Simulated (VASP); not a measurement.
A run of VASP 6.6.1:

The input POSCAR:

```
Gd
1.0
    0.0000000000      1.8741845343      1.8741845343
    1.8741845343      0.0000000000      1.8741845343
    1.8741845343      1.8741845343      0.0000000000
Gd
1
Direct
    0.0000000000      0.0000000000      0.0000000000
```

File INCAR.step1:

```
ALGO     = Normal         # electronic algorithm
EDIFF    = 1E-7           # SCF threshold, eV
ENCUT    = 520            # plane-wave cutoff, eV
GGA      = PE             # functional
ISIF     = 2              # what is computed and relaxed
ISMEAR   = -1             # smearing method
ISPIN    = 2              # spin polarisation
LASPH    = T              # aspherical terms in the spheres
LCHARG   = T              # write CHGCAR
LMAXMIX  = 6              # l up to which the mixer works
LREAL    = F              # projectors in reciprocal space
LWAVE    = F              # write WAVECAR
MAGMOM   = 7              # initial moments
NBANDS   = 19             # bands
NELM     = 150            # most SCF steps
PREC     = Accurate       # precision mode
SIGMA    = 0.05           # smearing width, eV
```

Contents of KPOINTS.step1:

```
k-points
0
Gamma
  13 13 13
```

File INCAR.step2:

```
ALGO     = Normal         # electronic algorithm
EDIFF    = 1E-7           # SCF threshold, eV
ENCUT    = 520            # plane-wave cutoff, eV
GGA      = PE             # functional
ICHARG   = 11             # starting density
ISIF     = 2              # what is computed and relaxed
ISMEAR   = -5             # smearing method
ISPIN    = 2              # spin polarisation
LASPH    = T              # aspherical terms in the spheres
LCHARG   = F              # write CHGCAR
LMAXMIX  = 6              # l up to which the mixer works
LORBIT   = 11             # projections on sites
LREAL    = F              # projectors in reciprocal space
LWAVE    = F              # write WAVECAR
MAGMOM   = 7              # initial moments
NBANDS   = 19             # bands
NEDOS    = 1001           # points of the DOS
NELM     = 150            # most SCF steps
PREC     = Accurate       # precision mode
SIGMA    = 0.05           # smearing width, eV
```

The input KPOINTS.step2:

```
k-points
0
Gamma
  20 20 20
```

Potentials or basis: VASP PAW PBE potentials, release 64 (Gd).

Command:

```console
$ cat potpaw_PBE.64/Gd/POTCAR > POTCAR
$ cp INCAR.step1 INCAR
$ cp KPOINTS.step1 KPOINTS
$ mpirun -np 1 vasp_std > vasp.out
$ cp INCAR.step2 INCAR
$ cp KPOINTS.step2 KPOINTS
$ mpirun -np 1 vasp_std > vasp.out
```

Hardware: 1 thread of Intel Xeon 6975P-C (shared host).

**Question.** Estimate the wall time of this run.

**Answer.** Run time: 2.7 min on 1 thread of Intel Xeon 6975P-C (shared host), peak memory 0.23 GiB. Counts: k points 256.
